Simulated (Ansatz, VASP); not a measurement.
## Two plane-wave programs on Mo

The input INCAR:

```
SYSTEM = Mo
ALGO = Normal ; EDIFF = 1E-6
ENCUT = 520 ; GGA = PS
ISIF = 2 ; ISMEAR = 1
LASPH = .TRUE. ; LCHARG = .FALSE.
LREAL = .FALSE. ; LWAVE = .FALSE.
NBANDS = 13 ; NELM = 80
PREC = Accurate ; SIGMA = 0.1
```

The input KPOINTS:

```
k-points
0
G
  12 12 11
  0 0 0
```

The input POSCAR:

```
Mo
1.0
    2.7536264882      0.0000000000      0.0000000000
   -1.3768132441      2.3847103380      0.0000000000
    0.0000000000      0.0000000000      2.5721032216
Mo
1
Direct
    0.0000000000      0.0000000000      0.5000000000
```

Input for Ansatz:

```yaml
crystal:
  lattice:
    - [2.753626488228785, 0.0, 0.0]
    - [-1.3768132441143925, 2.3847103380248087, 0.0]
    - [0.0, 0.0, 2.572103221636519]
  atoms:
    - { symbol: Mo, position: [0.0, 0.0, 0.5] }
basis:
  ecutwfc: 500.0
kpoints:
  mp_grid:
    grid: [12, 12, 11]
hamiltonian:
  xc: pbesol
scf:
  occupations:
    method: methfessel_paxton
    width: 0.1
output:
  stress: true
```

Alike in both runs: task single point; functional PBEsol; k mesh 12 × 12 × 11; occupations methfessel-paxton of order 1, width 0.1 eV; no spin polarisation.

|  | VASP | Ansatz |
| --- | --- | --- |
| version | VASP 6.6.1 | Ansatz 0.2.0 |
| potentials or method | VASP PAW PBE potentials, release 64 (Mo_sv), cutoff 520 eV | plane waves, PAW |
| valence electrons in the cell | 14 | 14 |

Ansatz gave:

```
pressure (GPa)                                                : -8.6
traceless stress, the component that is largest in VASP (GPa) : -5.88
```

**Question.** Which values does VASP return?

**Answer.** Pressure (GPa): -8.2; traceless stress, the component that is largest in VASP (GPa): -5.78.

VASP's potentials were made for PBE, not for PBEsol. With one functional, cell and mesh, what is left measures potentials, basis and numerics.
